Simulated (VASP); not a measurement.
# Os (P6/mmm) in VASP: notebook

The runs below take Os through single point, relaxation of cell and atoms, with r2SCAN.

Everything below comes from runs of VASP 6.6.1. Logs are shortened: lines on timing, memory, paths and dates and some standing lists are left out, and cuts for length are marked.

## 1. The cell of the first run

Symmetry: P6/mmm, No. 191, hexagonal system. The conventional cell has a = 2.608 Å, b = 2.608 Å, c = 2.437 Å, α = 90.00°, β = 90.00°, γ = 120.00°. Within 3.2 Å of Os (site symmetry 6/mmm) lie 8 Os at 2.44 to 2.61 Å.

This isn't the form of Os at room conditions, which is hcp.

## 2. Single point, r2SCAN

Contents of POSCAR:

```
Os
1.0
    2.6082868248      0.0000000000      0.0000000000
   -1.3041434124      2.2588426506      0.0000000000
    0.0000000000      0.0000000000      2.4371180019
Os
1
Direct
    0.0000000000      0.0000000000      0.0000000000
```

Contents of INCAR.step1:

```
  ALGO = Normal
  EDIFF = 1E-4
  ENCUT = 520
  GGA = PE
  ISMEAR = 0
  LASPH = T
  LCHARG = F
  LREAL = F
  LWAVE = T
  NBANDS = 10
  NELM = 80
  PREC = Accurate
  SIGMA = 0.1
```

Contents of INCAR.step2:

```
  ALGO = Normal
  EDIFF = 1E-6
  ENCUT = 520
  ISIF = 2
  ISMEAR = 0
  ISTART = 1
  LASPH = T
  LCHARG = F
  LMIXTAU = T
  LREAL = F
  LWAVE = F
  METAGGA = R2SCAN
  NBANDS = 10
  NELM = 80
  PREC = Accurate
  SIGMA = 0.1
```

Contents of KPOINTS:

```
k-points
0
Gamma
  9 9 8
```

Potentials or basis: VASP PAW PBE potentials, release 64 (Os).

On the command line:

```sh
$ cat potpaw_PBE.64/Os/POTCAR > POTCAR
$ cp INCAR.step1 INCAR
$ mpirun -np 1 vasp_std > vasp.out
$ cp INCAR.step2 INCAR
$ mpirun -np 1 vasp_std > vasp.out
```

OUTCAR:

```text
EDIFF = 1E-6
   ENCUT = 520
   ISIF = 2
   ISMEAR = 0
   ISTART = 1
   LASPH = T
   LREAL = F
   METAGGA = R2SCAN
   NELM = 80
   PREC = Accurate

 ion  position               nearest neighbor table
   1  0.000  0.000  0.000-

  LATTYP: Found a hexagonal cell.
 ALAT       =     2.6082868248
 C/A-ratio  =     0.9343750000

  Lattice vectors:

 A1 = (   2.6082868248,   0.0000000000,   0.0000000000)
 A2 = (  -1.3041434124,   2.2588426506,   0.0000000000)
 A3 = (   0.0000000000,   0.0000000000,   2.4371180019)

Analysis of symmetry for initial positions (statically):
=====================================================================
 Subroutine PRICEL returns:
 Original cell was already a primitive cell.

 Routine SETGRP: Setting up the symmetry group for a
 hexagonal supercell.

 Subroutine GETGRP returns: Found 24 space group operations
 (whereof 24 operations were pure point group operations)
 out of a pool of 24 trial point group operations.

The static configuration has the point symmetry D_6h.

Analysis of symmetry for dynamics (positions and initial velocities):
=====================================================================
 Subroutine PRICEL returns:
 Original cell was already a primitive cell.

 Routine SETGRP: Setting up the symmetry group for a
 hexagonal supercell.

 Subroutine GETGRP returns: Found 24 space group operations
 (whereof 24 operations were pure point group operations)
 out of a pool of 24 trial point group operations.

The dynamic configuration has the point symmetry D_6h.

 Subroutine INISYM returns: Found 24 space group operations
 (whereof 24 operations are pure point group operations),
 and found     1 'primitive' translations

----------------------------------------------------------------------------------------

                                     Primitive cell

  volume of cell :      14.3588

  direct lattice vectors                    reciprocal lattice vectors
     2.608286825  0.000000000  0.000000000     0.383393418  0.221352293  0.000000000
    -1.304143412  2.258842651  0.000000000     0.000000000  0.442704586  0.000000000
     0.000000000  0.000000000  2.437118002     0.000000000  0.000000000  0.410320715

  length of vectors
     2.608286825  2.608286825  2.437118002     0.442704586  0.442704586  0.410320715

  position of ions in fractional coordinates (direct lattice)
[... 75 lines left out ...]
   ENCUT  =  520.0 eV  38.22 Ry    6.18 a.u.   4.85  4.85  4.53*2*pi/ulx,y,z
   NELM   =     80;   NELMIN=  2; NELMDL=  0     # of ELM steps
   EDIFF  = 0.1E-05   stopping-criterion for ELM
   LREAL  =      F    real-space projection
   EDIFFG = 0.1E-04   stopping-criterion for IOM
   NSW    =      0    number of steps for IOM
   IBRION =     -1    ionic relax: 0-MD 1-quasi-New 2-CG
   NFREE  =      0    steps in history (QN), initial steepest desc. (CG)
   ISIF   =      2    stress and relaxation
   ISYM   =      2    0-nonsym 1-usesym 2-fastsym
   POTIM  = 0.5000    time-step for ionic-motion
   TEBEG  =    0.0;   TEEND  =   0.0 temperature during run
   PSTRESS=    0.0 pullay stress
   NELECT =       8.0000    total number of electrons
   NUPDOWN=      -1.0000    fix difference up-down
   EMIN   =  10.00;   EMAX   =-10.00  energy-range for DOS
   EFERMI =   0.00;   METHOD = LEGACY
   ISMEAR =     0;   SIGMA  =   0.10  broadening in eV -4-tet -1-fermi 0-gaus
   EFERMI_NEDOS =   21; number of points for ismear=-14 and -15
   IALGO  =     38    algorithm
   IMIX   =      4    mixing-type and parameters
     AMIX     =   0.40;   BMIX     =  1.00
     AMIX_MAG =   1.60;   BMIX_MAG =  1.00
  volume/ion in A,a.u.               =      14.36        96.90
  Fermi-wavevector in a.u.,A,eV,Ry     =   1.347097  2.545644 24.690088  1.814670
  Thomas-Fermi vector in A             =   2.474875
   LORBIT       =      0    0 simple, 1 ext, 2 COOP (PROOUT), +10 PAW based schemes
   METAGGA = R2SCAN    functional components
   LHFCALC =     F    Hartree Fock is set to
   AEXX    =    0.0000 exact exchange contribution
   IVDW    =     0    specifies the selected vdW correction
   LEPSILON=     F    determine dielectric tensor
   LRPA    =     F    only Hartree local field effects (RPA)
 non-spin polarized calculation
 Gauss-broadening in eV      SIGMA  =   0.10
  energy-cutoff  :      520.00
  volume of cell :       14.36
 maximum number of plane-waves:       399
 NGX is ok and might be reduce to    20
   NGX =  9   NGY =  9   NGZ =  9

 number of electron       8.0000000 magnetization

 Free energy of the ion-electron system (eV)
  ---------------------------------------------------
  ext. energy  EPLUGINS =         0.00000000
  ---------------------------------------------------
  free energy    TOTEN  =       -51.73644275 eV

  energy without entropy =      -51.73035036  energy(sigma->0) =      -51.73339656

 E-fermi :   8.8124     XC(G=0): -15.0120

 val. band max:        8.7664416654   @ k =   0.3333   0.2222   0.0000
 cond. band min:       8.8178565501   @ k =   0.2222   0.0000   0.5000
 fundamental gap:      0.0514148847
 Fermi energy:         8.8123818984

 k-point     1 :       0.0000    0.0000    0.0000
  band No.  band energies     occupation
      1      -2.0991      2.00000
      2       1.6950      2.00000
      3       5.8880      2.00000
      4       5.8880      2.00000
      5      12.0543      0.00000
      6      12.0543      0.00000
      7      24.0604      0.00000
      8      26.3848      0.00000
      9      32.4026      0.00000
     10      32.4026      0.00000
[... 287 lines left out ...]
 k-point    24 :       0.3333    0.3333    0.1250
  band No.  band energies     occupation
      1       4.0894      2.00000
      2       4.5905      2.00000
      3       4.5905      2.00000
      4       8.3323      2.00000
      5       8.3323      2.00000
      6      15.9072      0.00000
      7      18.8804      0.00000
      8      18.8804      0.00000
      9      32.9665      0.00000
     10      32.9665      0.00000

 [... further k-points ...]
[... 5 lines left out ...]
  --------------------------------------------------------------------------------------
  -------------------------------------------------------------------------------------
  Total        2.8974079      2.8974079      2.3252870      0.0000000     -0.0000000      0.0000000
  in kB      323.2974981    323.2974981    259.4593141      0.0000000     -0.0000000      0.0000000
  external PRESSURE =     302.0181034 kB  Pullay stress =       0.0000000 kB

 VOLUME and BASIS-vectors are now :
 -----------------------------------------------------------------------------
  energy-cutoff  :      520.00
  volume of cell :       14.36
      direct lattice vectors                 reciprocal lattice vectors
     2.608286825  0.000000000  0.000000000     0.383393418  0.221352293  0.000000000
    -1.304143412  2.258842651  0.000000000     0.000000000  0.442704586  0.000000000
     0.000000000  0.000000000  2.437118002     0.000000000  0.000000000  0.410320715

 POSITION                                       TOTAL-FORCE (eV/Angst)
 -----------------------------------------------------------------------------------
      0.00000      0.00000      0.00000         0.000000      0.000000      0.000000
 -----------------------------------------------------------------------------------
    total drift:                               -0.000000     -0.000000     -0.000000

  FREE ENERGIE OF THE ION-ELECTRON SYSTEM (eV)
  ---------------------------------------------------
  free  energy   TOTEN  =       -51.7364427457 eV

  energy  without entropy=      -51.7303503647  energy(sigma->0) =      -51.73339656
```

OUTCAR.step1:

```text
EDIFF = 1E-4
   ENCUT = 520
   GGA = PE
   ISMEAR = 0
   LASPH = T
[... 529 lines left out ...]

 POSITION                                       TOTAL-FORCE (eV/Angst)
 -----------------------------------------------------------------------------------
      0.00000      0.00000      0.00000         0.000000      0.000000      0.000000
 -----------------------------------------------------------------------------------
    total drift:                               -0.000000      0.000000     -0.000000

  FREE ENERGIE OF THE ION-ELECTRON SYSTEM (eV)
  ---------------------------------------------------
  free  energy   TOTEN  =       -10.0029018265 eV

  energy  without entropy=       -9.9965414410  energy(sigma->0) =       -9.99972163
```

OSZICAR.step1:

```text
N       E                     dE             d eps       ncg     rms          rms(c)
DAV:   1     0.394208333906E+02    0.39421E+02   -0.42517E+03  1208   0.751E+02
DAV:   2    -0.929653134229E+01   -0.48717E+02   -0.45871E+02  1234   0.205E+02
DAV:   3    -0.104625542770E+02   -0.11660E+01   -0.11549E+01  1426   0.292E+01
DAV:   4    -0.104657682550E+02   -0.32140E-02   -0.32129E-02  1370   0.179E+00
DAV:   5    -0.104657795612E+02   -0.11306E-04   -0.11306E-04  1314   0.906E-02    0.162E+01
DAV:   6    -0.101138534964E+02    0.35193E+00   -0.35932E-01  1562   0.445E+00    0.816E+00
DAV:   7    -0.100063101919E+02    0.10754E+00   -0.25718E-01  1576   0.358E+00    0.888E-01
DAV:   8    -0.100028871167E+02    0.34231E-02   -0.32210E-03  1290   0.561E-01    0.128E-01
DAV:   9    -0.100029018265E+02   -0.14710E-04   -0.24030E-04  1356   0.142E-01
   1 F= -.10002902E+02 E0= -.99997216E+01  d E =-.636039E-02
```

Wall time 21 s (1 thread of AMD EPYC 7R13 (Zen 3), shared host); peak memory 0.09 GiB.

What came out:

```yaml
Free_energy: -51.7364 eV
Pressure: 30.2 GPa
Band_gap_on_the_k_mesh: zero (bands 4 and 5 overlap by 5.31 eV)
```

Caveat: the cell stands under pressure; the PAW data sets were made with another functional, which shifts forces and pressure a little; spin-orbit coupling is left out, which moves the levels of the heavy elements.

## 3. Single point, r2SCAN

This run uses another cell than the first one, of 15.46 Å³/atom.

Contents of POSCAR:

```
Os
1.0
    2.6915632068      0.0000000000      0.0000000000
   -1.3457816034      2.3309621130      0.0000000000
    0.0000000000      0.0000000000      2.4638333577
Os
1
Direct
    0.0000000000      0.0000000000      0.0000000000
```

Contents of INCAR.step1:

```
SYSTEM = Os
PREC = Accurate
ENCUT = 520
ISMEAR = 0
SIGMA = 0.1
LREAL = .FALSE.
LASPH = .TRUE.
NELM = 100
NBANDS = 10
GGA = PE
ALGO = Normal
EDIFF = 1E-4
LWAVE = .TRUE.
LCHARG = .FALSE.
```

Contents of INCAR.step2:

```
SYSTEM = Os
PREC = Accurate
ENCUT = 520
EDIFF = 1E-6
ISMEAR = 0
SIGMA = 0.1
LREAL = .FALSE.
LASPH = .TRUE.
NELM = 100
ALGO = Normal
ISIF = 2
LWAVE = .FALSE.
LCHARG = .FALSE.
METAGGA = R2SCAN
LMIXTAU = .TRUE.
NBANDS = 10
ISTART = 1
```

Contents of KPOINTS:

```
regular mesh
0
G
  9 9 8
  0 0 0
```

Potentials or basis: VASP PAW PBE potentials, release 64 (Os).

On the command line:

```sh
$ cat potpaw_PBE.64/Os/POTCAR > POTCAR
$ cp INCAR.step1 INCAR
$ mpirun -np 1 vasp_std > vasp.out
$ cp INCAR.step2 INCAR
$ mpirun -np 1 vasp_std > vasp.out
```

Run time: 24 s. Hardware: 1 thread of AMD EPYC 7R13 (Zen 3), shared host; peak memory 0.1 GiB.

The run converged. Its results:

| Quantity | Value |
| --- | --- |
| Free energy | -51.8411 eV |
| Pressure | 0.8 GPa |
| Band gap on the k mesh | zero (bands 4 and 5 overlap by 4.69 eV) |

Stress tensor (GPa, compression positive):
```
1.07 0.00 0.00
0.00 1.07 0.00
0.00 0.00 0.13
```

Levels at points of the mesh, in eV from the Fermi level:
| k point | band 1 | band 2 | band 3 | band 4 | band 5 | band 6 | band 7 | band 8 | band 9 |
| --- | --- | --- | --- | --- | --- | --- | --- | --- | --- |
| (0.00, 0.00, 0.00) | -10.33 | -6.65 | -2.69 | -2.69 | 2.86 | 2.86 | 15.03 | 17.56 | 22.14 |
| (0.00, 0.00, 0.50) | -6.69 | -1.77 | -1.77 | -1.08 | -1.08 | -1.01 | 9.04 | 18.91 | 21.73 |

Caveat: the PAW data sets were made with another functional, which shifts forces and pressure a little; spin-orbit coupling is left out, which moves the levels of the heavy elements.

[end of part 1 of 2]
